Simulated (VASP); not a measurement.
BaS: single point with PBEsol+D4

The system is BaS.

```
CELL_PARAMETERS angstrom
0.00000 3.19375 3.19375
3.19375 0.00000 3.19375
3.19375 3.19375 0.00000
ATOMIC_POSITIONS crystal
Ba 0.00000 0.00000 0.00000
S 0.50000 0.50000 0.50000
```

* Program: VASP 6.6.1
* Task: single point
* Functional: PBEsol
* Dispersion: D4
* Potentials or basis: VASP PAW PBE potentials, release 64 (Ba_sv, S)
* Cutoff: 520 eV
* k mesh: 3 × 3 × 3, shifted
* Occupations: gaussian, width 0.01 eV
* Spin: non-collinear spin, zero start, spin-orbit coupling
* Starting moments: [[0.0, 0.0, 0.0], [0.0, 0.0, 0.0]] μB

```json
{"Pressure": "-1.4 GPa", "Net moment": "0.00 μB per cell", "Valence electrons inside the program's atomic spheres": "Ba 7.89; S 3.72", "Dispersion energy per atom": "-0.142 eV"}
```

Stress tensor (GPa, compression positive):
```
-1.37 -0.10 -0.10
-0.10 -1.37 -0.10
-0.10 -0.10 -1.37
```

Moments on the atoms (μB; x, y, z):
```
Ba  0.00 0.00 0.00
S   0.00 0.00 0.00
```

It took 2 min on 1 thread of Intel(R) Xeon(R) Platinum 8375C CPU @ 2.90GHz (Ice Lake), with other jobs on the host, peak memory 0.4 GiB.

Caveat: the k points lie up to 0.57 Å⁻¹ apart; the PAW data sets were made with another functional, which shifts forces and pressure a little.
